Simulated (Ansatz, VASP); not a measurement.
## Two plane-wave programs on InP

File INCAR:

```
SYSTEM = InP
PREC = Accurate
ENCUT = 520
EDIFF = 1E-8
ISMEAR = -1
SIGMA = 0.03
LREAL = .False.
LASPH = .True.
NELM = 60
ALGO = Normal
ISIF = 2
LWAVE = .False.
LCHARG = .False.
GGA = PE
LEFG = .True.
NBANDS = 16
```

File KPOINTS:

```
Automatic mesh
0
Gamma
  11 11 11
  0 0 0
```

The input POSCAR:

```
InP
1.0
    0.0000000000      2.8832691652      2.8832691652
    2.8832691652      0.0000000000      2.8832691652
    2.8832691652      2.8832691652      0.0000000000
In P
1 1
Direct
    0.0000000000      0.0000000000      0.0000000000
    0.5000000000      0.5000000000      0.5000000000
```

Input for Ansatz:

```yaml
crystal:
  lattice:
    - [0.0, 2.8832691652, 2.8832691652]
    - [2.8832691652, 0.0, 2.8832691652]
    - [2.8832691652, 2.8832691652, 0.0]
  atoms:
    - { symbol: In, position: [0.0, 0.0, 0.0] }
    - { symbol: P, position: [0.5, 0.5, 0.5] }
kpoints:
  mp_grid: { grid: [11, 11, 11] }
scf:
  occupations: { method: fermi_dirac, width: 0.03 }
hamiltonian:
  xc: pbe
  pseudopotentials: { kind: paw }
output:
  forces: true
  stress: true
  eigenvalues: true
  efg: { contact_densities: true }
```

Change from the starting cell: volume scaled by 1.03, PAW files.

Alike in both runs: task electric field gradients; functional PBE; k mesh 11 × 11 × 11; occupations fermi-dirac, width 0.03 eV; no spin polarisation.

|  | VASP | Ansatz |
| --- | --- | --- |
| version | VASP 6.6.1 | Ansatz 0.2.0 |
| potentials or method | VASP PAW PBE potentials, release 64 (In_d, P) | PAW with Ansatz's default frozen-core files, scalar-relativistic |
| plane-wave cutoff (eV) | 520 | 420 |
| valence electrons in the cell | 18 | 18 |

|  | VASP | Ansatz | Ansatz less VASP |
| --- | --- | --- | --- |
| pressure (GPa) | -6.6 | -6.6 | +0.02 |
